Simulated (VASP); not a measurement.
Ba2CaMoO6:

```
CELL_PARAMETERS angstrom
0.00000 4.19006 4.19006
4.19006 0.00000 4.19006
4.19006 4.19006 0.00000
ATOMIC_POSITIONS crystal
Ba 0.25000 0.25000 0.25000
Ba 0.75000 0.75000 0.75000
Ca 0.00000 0.00000 0.00000
Mo 0.50000 0.50000 0.50000
O 0.72814 0.27186 0.27186
O 0.27186 0.72814 0.27186
O 0.27186 0.72814 0.72814
O 0.72814 0.27186 0.72814
O 0.27186 0.27186 0.72814
O 0.72814 0.72814 0.27186
```

- Program: VASP 6.6.1
- Task: relaxation of cell and atoms
- Functional: BLYP
- Dispersion: D3(BJ)
- Potentials or basis: VASP PAW PBE potentials, release 64 (Ba_sv, Ca_sv, Mo_sv, O)
- Cutoff: 600 eV
- k mesh: 4 × 4 × 4
- Occupations: gaussian, width 0.01 eV
- Spin: no spin polarisation

At the start: pressure 4.1 GPa; volume 14.71 Å³/atom.

**Question.** Where does the relaxation end?

**Answer.** Over 4 steps the energy falls by 7.2 meV/atom and the volume is 15.01 Å³/atom (+2.0 %); space group Fm-3m (No. 225, to 0.1 Å) before and after.

Step by step:
| step | energy change (eV) | largest force (eV/Å) | pressure (GPa) | volume (Å³) |
| --- | --- | --- | --- | --- |
| 1 | 0.0000 | 0.8016 | 4.11 | 147.13 |
| 2 | 0.1070 | 1.1233 | -5.60 | 155.31 |
| 3 | -0.0724 | 0.0222 | -0.02 | 150.18 |
| 4 | -0.0724 | 0.0072 | 0.05 | 150.11 |

Final structure:
```
CELL_PARAMETERS angstrom
0.00000 4.21824 4.21824
4.21824 0.00000 4.21824
4.21824 4.21824 0.00000
ATOMIC_POSITIONS crystal
Ba 0.25000 0.25000 0.25000
Ba 0.75000 0.75000 0.75000
Ca 0.00000 0.00000 0.00000
Mo 0.50000 0.50000 0.50000
O 0.72990 0.27010 0.27010
O 0.27010 0.72990 0.27010
O 0.27010 0.72990 0.72990
O 0.72990 0.27010 0.72990
O 0.27010 0.27010 0.72990
O 0.72990 0.72990 0.27010
```

Caveat: the PAW data sets were made with another functional, which shifts forces and pressure a little.
